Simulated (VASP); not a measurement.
# PtSeS4 (P-3m1) in VASP: further runs

Runs on PtSeS4. Level: PBE. Tasks: single point, relaxation of cell and atoms.

Everything below comes from runs of VASP 6.6.1. Logs are shortened: lines on timing, memory, paths and dates and some standing lists are left out, and cuts for length are marked.

### Step 1. The cell of the first run

It takes space group P-3m1 (No. 164, trigonal). Conventional cell: a = 3.579 Å, b = 3.579 Å, c = 12.997 Å, α = 90.00°, β = 90.00°, γ = 120.00°. Within 3.2 Å of Pt (site symmetry -3m) lie 6 S at 2.40 Å. Within 3.3 Å of Se (site symmetry -3m) lie 6 S at 2.53 Å. Within 3.3 Å of S (site symmetry 3m) lie 3 Pt at 2.40 Å and 3 S at 3.21 Å. S (site symmetry 3m) has 3 Se at 2.53 Å within 3.3 Å.

The cell was built from a structure type or drawn by symmetry, and may not be a known phase.

### Step 2. Single point, PBE

Input file INCAR:

```
SYSTEM = PtSeS4
  PREC = Accurate
  ENCUT = 520
  EDIFF = 1E-6
  ISMEAR = 0
  SIGMA = 0.02
  LREAL = .FALSE.
  LASPH = .TRUE.
  NELM = 60
  ALGO = Normal
  ISIF = 2
  LWAVE = .FALSE.
  LCHARG = .FALSE.
  GGA = PE
  NBANDS = 29
```

Input file KPOINTS:

```
Automatic mesh
0
G
  12 12 2
  0 0 0
```

Input file POSCAR:

```
PtSeS4
1.0
    3.5789387583      0.0000000000      0.0000000000
   -1.7894693792      3.0994518833      0.0000000000
    0.0000000000      0.0000000000     12.9969580760
Pt Se S
1 1 4
Direct
    0.0000000000      0.0000000000      0.5000000000
    0.0000000000      0.0000000000      0.0000000000
    0.6666666667      0.3333333333      0.5943330252
    0.6666666667      0.3333333333      0.1125960051
    0.3333333333      0.6666666667      0.8874039949
    0.3333333333      0.6666666667      0.4056669748
```

Potentials or basis: VASP PAW PBE potentials, release 64 (Pt, Se, S).

Started as:

```
> cat potpaw_PBE.64/Pt/POTCAR potpaw_PBE.64/Se/POTCAR potpaw_PBE.64/S/POTCAR > POTCAR
> mpirun -np 1 vasp_std > vasp.out
```

OUTCAR:

```text
SYSTEM = PtSeS4
   PREC = Accurate
   ENCUT = 520
   EDIFF = 1E-6
   ISMEAR = 0
   LREAL = .FALSE.
   LASPH = .TRUE.
   NELM = 60
   ISIF = 2
   GGA = PE

 ion  position               nearest neighbor table
   1  0.000  0.000  0.500-   3 2.40   6 2.40   3 2.40   6 2.40   3 2.40   6 2.40
   2  0.000  0.000  0.000-   4 2.53   5 2.53   4 2.53   5 2.53   4 2.53   5 2.53
   3  0.667  0.333  0.594-   1 2.40   1 2.40   1 2.40
   4  0.667  0.333  0.113-   2 2.53   2 2.53   2 2.53
   5  0.333  0.667  0.887-   2 2.53   2 2.53   2 2.53
   6  0.333  0.667  0.406-   1 2.40   1 2.40   1 2.40

  LATTYP: Found a hexagonal cell.
 ALAT       =     3.5789387583
 C/A-ratio  =     3.6315117284

  Lattice vectors:

 A1 = (   3.5789387583,   0.0000000000,   0.0000000000)
 A2 = (  -1.7894693792,   3.0994518833,   0.0000000000)
 A3 = (   0.0000000000,   0.0000000000,  12.9969580760)

Analysis of symmetry for initial positions (statically):
=====================================================================
 Subroutine PRICEL returns:
 Original cell was already a primitive cell.

 Routine SETGRP: Setting up the symmetry group for a
 hexagonal supercell.

 Subroutine GETGRP returns: Found 12 space group operations
 (whereof 12 operations were pure point group operations)
 out of a pool of 24 trial point group operations.

The static configuration has the point symmetry D_3d.

Analysis of symmetry for dynamics (positions and initial velocities):
=====================================================================
 Subroutine PRICEL returns:
 Original cell was already a primitive cell.

 Routine SETGRP: Setting up the symmetry group for a
 hexagonal supercell.

 Subroutine GETGRP returns: Found 12 space group operations
 (whereof 12 operations were pure point group operations)
 out of a pool of 24 trial point group operations.

The dynamic configuration has the point symmetry D_3d.

 Subroutine INISYM returns: Found 12 space group operations
 (whereof 12 operations are pure point group operations),
 and found     1 'primitive' translations

----------------------------------------------------------------------------------------

                                     Primitive cell

  volume of cell :     144.1720

  direct lattice vectors                    reciprocal lattice vectors
     3.578938758  0.000000000  0.000000000     0.279412437  0.161318846  0.000000000
    -1.789469379  3.099451883  0.000000000     0.000000000  0.322637691  0.000000000
     0.000000000  0.000000000 12.996958076     0.000000000  0.000000000  0.076941081

  length of vectors
     3.578938758  3.578938758 12.996958076     0.322637691  0.322637691  0.076941081

  position of ions in fractional coordinates (direct lattice)
     0.000000000  0.000000000  0.500000000
     0.000000000  0.000000000  0.000000000
     0.666666667  0.333333333  0.594333025
     0.666666667  0.333333333  0.112596005
     0.333333333  0.666666667  0.887403995
     0.333333333  0.666666667  0.405666975

  ion indices of the primitive-cell ions
   primitive index   ion index
                 1           1
                 2           2
                 3           3
                 4           4
                 5           5
                 6           6

----------------------------------------------------------------------------------------

 KPOINTS: Automatic mesh

Automatic generation of k-mesh.
 Grid dimensions read from file:
 generate k-points for:   12   12    2

 Generating k-lattice:

  Cartesian coordinates                     Fractional coordinates (reciprocal lattice)
     0.023284370  0.013443237  0.000000000     0.083333333  0.000000000  0.000000000
     0.000000000  0.026886474  0.000000000     0.000000000  0.083333333  0.000000000
     0.000000000  0.000000000  0.038470540     0.000000000  0.000000000  0.500000000

  Length of vectors
     0.026886474  0.026886474  0.038470540

  Shift w.r.t. Gamma in fractional coordinates (k-lattice)
     0.000000000  0.000000000  0.000000000

 Subroutine IBZKPT returns following result:
[... 53 lines left out ...]

 k-point     2 :       0.0833   -0.0000    0.0000
  band No.  band energies     occupation
      1     -13.2678      2.00000
      2     -11.1078      2.00000
      3      -9.4912      2.00000
      4      -9.0044      2.00000
      5      -6.1440      2.00000
      6      -2.7356      2.00000
[... 21 lines left out ...]
     28      10.3598      0.00000
     29      10.8110      0.00000

 k-point     3 :       0.1667    0.0000    0.0000
  band No.  band energies     occupation
      1     -13.0215      2.00000
      2     -10.8645      2.00000
      3      -9.3409      2.00000
      4      -9.0602      2.00000
      5      -6.4586      2.00000
      6      -2.6859      2.00000
[... 21 lines left out ...]
     28       9.7737      0.00000
     29      10.5013      0.00000

 k-point     4 :       0.2500   -0.0000    0.0000
  band No.  band energies     occupation
      1     -12.6241      2.00000
      2     -10.4973      2.00000
      3      -9.1641      2.00000
      4      -9.1085      2.00000
      5      -6.9944      2.00000
      6      -2.6046      2.00000
[... 21 lines left out ...]
     28      10.3009      0.00000
     29      10.7752      0.00000

 k-point     5 :       0.3333    0.0000    0.0000
  band No.  band energies     occupation
      1     -12.1055      2.00000
      2     -10.0771      2.00000
      3      -9.2184      2.00000
      4      -8.9911      2.00000
      5      -7.6049      2.00000
      6      -2.7868      2.00000
[... 21 lines left out ...]
     28      10.2346      0.00000
     29      11.0896      0.00000
[... 510 lines left out ...]
     28      10.1623      0.00000
     29      10.6230      0.00000

 k-point    22 :       0.1667    0.0000    0.5000
  band No.  band energies     occupation
      1     -13.0215      2.00000
      2     -10.8647      2.00000
      3      -9.3366      2.00000
      4      -9.0649      2.00000
      5      -6.4576      2.00000
      6      -2.6857      2.00000
[... 21 lines left out ...]
     28      10.1044      0.00000
     29      10.2440      0.00000

 k-point    23 :       0.2500   -0.0000    0.5000
  band No.  band energies     occupation
      1     -12.6241      2.00000
      2     -10.4975      2.00000
      3      -9.1438      2.00000
      4      -9.1288      2.00000
      5      -6.9941      2.00000
      6      -2.6056      2.00000
[... 21 lines left out ...]
     28      10.4583      0.00000
     29      10.7678      0.00000

 k-point    24 :       0.3333    0.0000    0.5000
  band No.  band energies     occupation
      1     -12.1055      2.00000
      2     -10.0772      2.00000
      3      -9.2176      2.00000
      4      -8.9917      2.00000
      5      -7.6050      2.00000
      6      -2.7883      2.00000
[... 21 lines left out ...]
     28      10.3734      0.00000
     29      11.0686      0.00000

 [... further k-points ...]
[... 5 lines left out ...]
  --------------------------------------------------------------------------------------
  -------------------------------------------------------------------------------------
  Total       -0.2265557     -0.2265557     -0.1408007      0.0000000      0.0000000      0.0000000
  in kB       -2.5177041     -2.5177041     -1.5647126      0.0000000      0.0000000      0.0000000
  external PRESSURE =      -2.2000402 kB  Pullay stress =       0.0000000 kB

 VOLUME and BASIS-vectors are now :
 -----------------------------------------------------------------------------
  energy-cutoff  :      520.00
  volume of cell :      144.17
      direct lattice vectors                 reciprocal lattice vectors
     3.578938758  0.000000000  0.000000000     0.279412437  0.161318846  0.000000000
    -1.789469379  3.099451883  0.000000000     0.000000000  0.322637691  0.000000000
     0.000000000  0.000000000 12.996958076     0.000000000  0.000000000  0.076941081

 POSITION                                       TOTAL-FORCE (eV/Angst)
 -----------------------------------------------------------------------------------
      0.00000      0.00000      6.49848         0.000000      0.000000      0.000000
      0.00000      0.00000      0.00000         0.000000      0.000000      0.000000
      1.78947      1.03315      7.72452         0.000000     -0.000000     -0.035941
      1.78947      1.03315      1.46341        -0.000000      0.000000     -0.013765
     -0.00000      2.06630     11.53355         0.000000      0.000000      0.013765
     -0.00000      2.06630      5.27244        -0.000000      0.000000      0.035941
 -----------------------------------------------------------------------------------
    total drift:                               -0.000000      0.000000      0.000000

  FREE ENERGIE OF THE ION-ELECTRON SYSTEM (eV)
  ---------------------------------------------------
  free  energy   TOTEN  =       -26.3334107358 eV

  energy  without entropy=      -26.3334107358  energy(sigma->0) =      -26.33341074
```

Run time: 4.2 min. Hardware: 1 thread of Intel Xeon 8259CL, shared host; peak memory 0.36 GiB.

What came out:

* Free energy: -26.3334 eV
* Pressure: -0.2 GPa
* Largest force: 0.036 eV/Å
* Band gap on the k mesh: 0.88 eV (least direct gap 1.35 eV)

Forces in eV/Å, atoms in the order of the input:
```
Pt   0.000  0.000  0.000
Se   0.000  0.000  0.000
S    0.000  0.000 -0.036
S    0.000  0.000 -0.014
S    0.000  0.000  0.014
S    0.000  0.000  0.036
```

Caveat: spin-orbit coupling is left out, which moves the levels of the heavy elements; this functional lacks dispersion, which binds the layers, so the pressure and a relaxed spacing across them are unreliable.

### Step 3. Relaxation of cell and atoms, PBE

This run uses another cell than the first one, of 27.06 Å³/atom.

Input file INCAR:

```
PREC     = Accurate       # precision mode
ENCUT    = 600            # plane-wave cutoff, eV
EDIFF    = 1E-6           # SCF threshold, eV
ISMEAR   = 0              # smearing method
SIGMA    = 0.1            # smearing width, eV
LREAL    = False          # projectors in reciprocal space
LASPH    = True           # aspherical terms in the spheres
NELM     = 100            # most SCF steps
ALGO     = Normal         # electronic algorithm
ISIF     = 3              # what is computed and relaxed
LWAVE    = False          # write WAVECAR
LCHARG   = False          # write CHGCAR
GGA      = PE             # functional
IBRION   = 2              # ionic algorithm
NSW      = 90             # ionic steps
EDIFFG   = -0.04          # ionic threshold
```

Input file KPOINTS:

```
regular mesh
0
Gamma
  6 6 2
```

Input file POSCAR:

```
PtSeS4
1.0
    4.1830120700      0.0000000000      0.0000000000
   -2.0915060400      3.6225947200      0.0000000000
    0.0000000000      0.0000000000     10.7141134800
Pt Se S
1 1 4
Direct
    0.0000000000      0.0000000000      0.5000000000
    0.0000000000      0.0000000000      0.0000000000
    0.6666666700      0.3333333300      0.7179964200
    0.6666666700      0.3333333300      0.2017543500
    0.3333333300      0.6666666700      0.7982456500
    0.3333333300      0.6666666700      0.2820035800
```

Potentials or basis: VASP PAW PBE potentials, release 64 (Pt, Se, S).

Started as:

```
> cat potpaw_PBE.64/Pt/POTCAR potpaw_PBE.64/Se/POTCAR potpaw_PBE.64/S/POTCAR > POTCAR
> mpirun -np 1 vasp_std > vasp.out
```

It took 35 min on 1 thread of Intel Xeon 8259CL, shared host; peak memory 0.41 GiB.

The run converged. Its results:

| Property | Result |
| --- | --- |
| Free energy | -26.3024 eV |
| Relaxed volume | 22.45 Å³/atom |
| Relaxed cell | a = 3.582 Å, b = 3.582 Å, c = 12.122 Å, α = 90.00°, β = 90.00°, γ = 120.00° |
| Space group after relaxing (to 0.1 Å) | P-3m1 (No. 164) |
| Energy gained by relaxing | 1377.4 meV/atom |
| Ionic steps | 23 |
| Pressure after relaxing | 0.0 GPa |
| Largest force after relaxing | 0.037 eV/Å |
| Band gap on the k mesh | 0.89 eV (least direct gap 1.28 eV) |

Forces on the atoms (eV/Å):
```
Pt   0.000  0.000  0.000
Se   0.000  0.000  0.000
S    0.000  0.000 -0.037
S    0.000  0.000 -0.031
S    0.000  0.000  0.031
S    0.000  0.000  0.037
```

The path:
```
step  energy change (eV)  largest force (eV/Å)  pressure (GPa)  volume (Å³)
   1              0.0000                0.9115          -10.44       162.35
   2             -2.2818                2.5722           -5.07       124.34
   3             -2.6582                3.6404            1.38       109.97
   4             -4.3342                3.8418            8.94        96.98
   5             -4.6526                2.8466           25.93        86.70
   6             -5.4398                1.9176           24.97        87.80
   7             -5.8427                1.4671           29.05        90.28
   8             -7.0858                0.7463            7.89       102.38
   9             -7.2178                0.3319           -2.08       112.16
  10             -7.2368                0.4287            0.01       109.67
  11             -7.3658                0.3654            0.00       110.11
  12             -7.6890                0.1908            0.04       111.23
  13             -7.9740                0.6427            0.57       112.51
  14             -8.0275                0.5398            0.56       113.74
  15             -8.1422                0.2144            1.00       117.42
  16             -8.1826                0.5362            3.39       124.64
  17             -8.2051                0.4862            2.56       126.53
  18             -8.2388                0.3472            0.34       132.30
  19             -8.2403                0.3078           -0.21       133.97
  20             -8.2458                0.2664           -0.19       134.07
  21             -8.2581                0.1415           -0.13       134.35
  22             -8.2630                0.1136            0.02       134.86
  23             -8.2644                0.0366           -0.03       134.70
```

Final structure:
```yaml
crystal:
  lattice:
    - [3.58203, 0.00000, 0.00000]
    - [-1.79101, 3.10213, 0.00000]
    - [0.00000, 0.00000, 12.12235]
  atoms:
    - { symbol: Pt, position: [0.00000, 0.00000, 0.50000] }
    - { symbol: Se, position: [0.00000, 0.00000, 0.00000] }
    - { symbol: S, position: [0.66667, 0.33333, 0.60086] }
    - { symbol: S, position: [0.66667, 0.33333, 0.12078] }
    - { symbol: S, position: [0.33333, 0.66667, 0.87922] }
    - { symbol: S, position: [0.33333, 0.66667, 0.39914] }
```

Levels at points of the mesh, in eV from the valence-band top:
```tsv
k point	band 16	band 17	band 18	band 19	band 20	band 21	band 22	band 23	band 24
(0.00, 0.00, 0.00)	-0.87	-0.75	-0.70	-0.59	-0.59	0.96	1.68	1.68	2.89
(0.50, 0.00, 0.00)	-2.02	-1.68	-1.65	-1.28	-1.04	1.99	2.48	2.68	2.87
(0.00, 0.00, 0.50)	-0.87	-0.87	-0.59	-0.59	-0.39	0.89	1.67	1.67	2.89
(0.50, 0.00, 0.50)	-1.97	-1.89	-1.65	-1.11	-1.04	1.88	2.50	2.61	2.93
```

Caveat: the volume moved by over 15 % at a fixed basis, so the end points are rough; spin-orbit coupling is left out, which moves the levels of the heavy elements; this functional lacks dispersion, which binds the layers, so the pressure and a relaxed spacing across them are unreliable. A k mesh can miss the band edges.

### Step 4. Single point, PBE, collinear spin

This run uses another cell than the first one, of 27.06 Å³/atom.

Input file INCAR:

```
  ALGO = Normal
  EDIFF = 1E-7
  ENCUT = 520
  GGA = PE
  ISIF = 2
  ISMEAR = 0
  ISPIN = 2
  LASPH = True
  LCHARG = True
  LELF = True
  LMAXMIX = 4
  LORBIT = 11
  LREAL = False
  LVHAR = True
  LWAVE = False
  MAGMOM = 1 0 0 0 0 0
  NBANDS = 33
  NELM = 150
  PREC = Accurate
  SIGMA = 0.1
```

Input file KPOINTS:

```
k-points
0
Gamma
  6 6 2
```

POSCAR is that of step 3.

Started as:

```
> cat potpaw_PBE.64/Pt/POTCAR potpaw_PBE.64/Se/POTCAR potpaw_PBE.64/S/POTCAR > POTCAR
> mpirun -np 1 vasp_std > vasp.out
```

It took 8.4 min on 1 thread of Intel Xeon 8259CL, shared host; peak memory 0.42 GiB.

Results (log left out):

* Free energy: -18.0377 eV
* Pressure: -10.5 GPa
* Largest force: 0.912 eV/Å
* Net moment: 0.07 μB per cell
* Site moments: Pt +0.07; Se +0.00; S +0.00, -0.00 (each value once) μB
* Valence electrons inside the program's atomic spheres: Pt 8.63; Se 3.56; S 3.46, 3.44 (each value once)

Forces on the atoms (eV/Å):
```
Pt   0.000  0.000  0.000
Se   0.000  0.000  0.000
S    0.000  0.000 -0.912
S    0.000  0.000 -0.723
S    0.000  0.000  0.723
S    0.000  0.000  0.912
```

Stress tensor (GPa, compression positive):
```
-10.63   0.00   0.00
  0.00 -10.63   0.00
  0.00   0.00 -10.16
```

Levels at points of the mesh, in eV from the Fermi level:
Spin up:
```csv
k point,band 17,band 18,band 19,band 20,band 21,band 22,band 23,band 24
"(0.00, 0.00, 0.00)",-0.82,-0.71,-0.60,-0.60,0.25,0.29,0.29,0.65
"(0.50, 0.00, 0.00)",-0.68,-0.62,-0.26,-0.14,0.53,1.16,1.52,1.69
"(0.00, 0.00, 0.50)",-0.61,-0.61,-0.40,-0.40,-0.18,-0.18,0.19,0.86
"(0.50, 0.00, 0.50)",-0.36,-0.31,-0.26,-0.07,0.49,1.22,1.22,1.41
```
Spin down:
```tsv
k point	band 17	band 18	band 19	band 20	band 21	band 22	band 23	band 24
(0.00, 0.00, 0.00)	-0.82	-0.69	-0.57	-0.57	0.26	0.30	0.30	0.65
(0.50, 0.00, 0.00)	-0.66	-0.59	-0.22	-0.09	0.53	1.18	1.52	1.68
(0.00, 0.00, 0.50)	-0.58	-0.58	-0.37	-0.37	-0.18	-0.18	0.20	0.87
(0.50, 0.00, 0.50)	-0.34	-0.28	-0.22	-0.03	0.50	1.22	1.22	1.43
```

Caveat: the cell stands under tension; spin-orbit coupling is left out, which moves the levels of the heavy elements.

### Step 5. The runs side by side

```csv
task,spin,cell,k mesh,cutoff (eV),smearing,gap on the mesh (eV),pressure (GPa),largest force (eV/Å)
single point,off,"a = 3.579, b = 3.579, c = 12.997 Å, angles 90.0, 90.0, 120.0°, 6 atoms, atomic positions A",12 × 12 × 2,520,gaussian 0.02 eV,0.88,-0.2,0.04
relaxation of cell and atoms,off,"relaxed from a = 4.183, b = 4.183, c = 10.714 Å, angles 90.0, 90.0, 120.0°, 6 atoms, atomic positions B",6 × 6 × 2,600,gaussian 0.1 eV,0.89,0.0,0.04
single point,collinear,"a = 4.183, b = 4.183, c = 10.714 Å, angles 90.0, 90.0, 120.0°, 6 atoms, atomic positions B",6 × 6 × 2,520,gaussian 0.1 eV,none,-10.5,0.91
```

Alike in all rows: level PBE; potentials or basis VASP PAW PBE potentials, release 64 (Pt, Se, S).

Caveats: spin-orbit coupling is left out, which moves the levels of the heavy elements; this functional lacks dispersion, which binds the layers, so the pressure and a relaxed spacing across them are unreliable (at least some runs); the volume moved by over 15 % at a fixed basis, so the end points are rough (at least some runs); the cell stands under tension (at least some runs).

Absolute energies hang on the potentials; compare differences alone.
